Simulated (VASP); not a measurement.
Runs of VASP 6.6.1 on Rh. The structure is that of space group P6_3/mmc (No. 194), or close to it. The cells are those of the table. This isn't the form of Rh at room conditions, which is fcc.

```tsv
task	level	potentials or basis	cell	cutoff (eV)	gap on the mesh (eV)	pressure (GPa)
relaxation of cell and atoms	PBEsol	VASP PAW PBE potentials, release 64 (Rh_pv)	relaxed to 10 GPa from a = 2.692, b = 2.692, c = 8.798 Å, angles 90.0, 90.0, 120.0°, 4 atoms	600	none	10.0
single point	PBEsol	VASP PAW PBE potentials, release 64 (Rh_pv)	a = 2.637, b = 2.637, c = 8.618 Å, angles 90.0, 90.0, 120.0°, 4 atoms	520	none	(c)
single point	r2SCAN	VASP PAW PBE potentials, release 64 (Rh_sv_GW)	a = 2.655, b = 2.655, c = 8.679 Å, angles 90.0, 90.0, 120.0°, 4 atoms	580	none	9.6
single point	PBE	VASP PAW PBE potentials, release 64 (Rh_pv)	a = 2.692, b = 2.692, c = 8.798 Å, angles 90.0, 90.0, 120.0°, 4 atoms	520	none	5.3
single point	PBEsol	VASP PAW PBE potentials, release 64 (Rh_pv)	a = 2.745, b = 2.745, c = 8.971 Å, angles 90.0, 90.0, 120.0°, 4 atoms	520	none	-18.8
single point	PBE	VASP PAW PBE potentials, release 64 (Rh_pv)	a = 2.710, b = 2.710, c = 8.856 Å, angles 90.0, 90.0, 120.0°, 4 atoms	520	none	0.0
single point	PBE	VASP PAW PBE potentials, release 64 (Rh_pv)	a = 2.637, b = 2.637, c = 8.618 Å, angles 90.0, 90.0, 120.0°, 4 atoms	520	none	25.7
single point	PBE	VASP PAW PBE potentials, release 64 (Rh_pv)	a = 2.727, b = 2.727, c = 8.914 Å, angles 90.0, 90.0, 120.0°, 4 atoms	520	none	(a)
single point	PBE	VASP PAW PBE potentials, release 64 (Rh_pv)	a = 2.674, b = 2.674, c = 8.739 Å, angles 90.0, 90.0, 120.0°, 4 atoms	520	none	11.3
single point	PBE	VASP PAW PBE potentials, release 64 (Rh_pv)	a = 2.745, b = 2.745, c = 8.971 Å, angles 90.0, 90.0, 120.0°, 4 atoms	520	none	(b)
single point	r2SCAN	VASP PAW PBE potentials, release 64 (Rh_sv_GW)	a = 2.692, b = 2.692, c = 8.798 Å, angles 90.0, 90.0, 120.0°, 4 atoms	580	none	-2.8
relaxation of cell and atoms	PBEsol	VASP PAW PBE potentials, release 64 (Rh_pv)	relaxed from a = 2.692, b = 2.692, c = 8.798 Å, angles 90.0, 90.0, 120.0°, 4 atoms	600	none	0.0
```

Alike in all rows: no spin polarisation; k mesh 11 × 11 × 3; smearing fermi-dirac 0.05 eV.

Question: Fill in the values left out.

Answer: (a) -4.8; (b) -8.9; (c) 13.7.

Caveats: the PAW data sets were made with another functional, which shifts forces and pressure a little (at least some runs); the cell stands under pressure (at least some runs); the cell stands under tension (at least some runs); the cell is relaxed towards a set pressure, so the run minimises the enthalpy, not the energy (at least some runs).

A k mesh can miss the band edges, and the runs leave out spin-orbit coupling on Rh.

A gap of «none» marks levels without a gap at the run's occupations.

The runs don't all hold the same shells in valence.
